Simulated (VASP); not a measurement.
Wanted: the native input for a VASP 6.6.1 run.

```
Task                   : single point
Functional             : r2SCAN
Potentials or basis    : VASP PAW PBE potentials, release 64 (Al)
Cutoff                 : 520 eV
k mesh                 : 14 × 14 × 14
Occupations            : methfessel-paxton, width 0.3 eV
Spin                   : no spin polarisation
Dipole correction      : no
Further INCAR settings : ALGO = Normal; EDIFF = 1e-07; NBANDS = 8
```

Al:

```
Al
1.0
     0.00000    1.99669    1.99669
     1.99669    0.00000    1.99669
     1.99669    1.99669    0.00000
Al
1
Cartesian
  0.0000 0.0000 0.0000
```

These files were run (other wordings do the same):

POSCAR

```
Al
1.0
    0.0000000000      1.9966927595      1.9966927595
    1.9966927595      0.0000000000      1.9966927595
    1.9966927595      1.9966927595      0.0000000000
Al
1
Direct
    0.0000000000      0.0000000000      0.0000000000
```

INCAR.step1

```
SYSTEM = Al
ALGO = Normal
EDIFF = 1E-4
ENCUT = 520
GGA = PE
ISMEAR = 1
LASPH = .TRUE.
LCHARG = .FALSE.
LREAL = .FALSE.
LWAVE = .TRUE.
NBANDS = 8
NELM = 60
PREC = Accurate
SIGMA = 0.3
```

INCAR.step2

```
SYSTEM = Al
ALGO = Normal
EDIFF = 1E-7
ENCUT = 520
ISIF = 2
ISMEAR = 1
ISTART = 1
LASPH = .TRUE.
LCHARG = .TRUE.
LELF = .TRUE.
LMIXTAU = .TRUE.
LREAL = .FALSE.
LVHAR = .TRUE.
LWAVE = .FALSE.
METAGGA = R2SCAN
NBANDS = 8
NELM = 60
PREC = Accurate
SIGMA = 0.3
```

KPOINTS

```
k-points
0
G
  14 14 14
  0 0 0
```

Potentials or basis: VASP PAW PBE potentials, release 64 (Al).

Run with:

```console
$ cat potpaw_PBE.64/Al/POTCAR > POTCAR
$ cp INCAR.step1 INCAR
$ mpirun -np 1 vasp_std > vasp.out
$ cp INCAR.step2 INCAR
$ mpirun -np 1 vasp_std > vasp.out
```

It gave:

```
Pressure : -0.7 GPa
```

Caveat: the PAW data sets were made with another functional, which shifts forces and pressure a little.

Run time: 35 s on 1 thread of Intel(R) Xeon(R) Platinum 8259CL CPU @ 2.50GHz (Skylake/Cascade Lake), with other jobs on the host, peak memory 0.14 GiB.
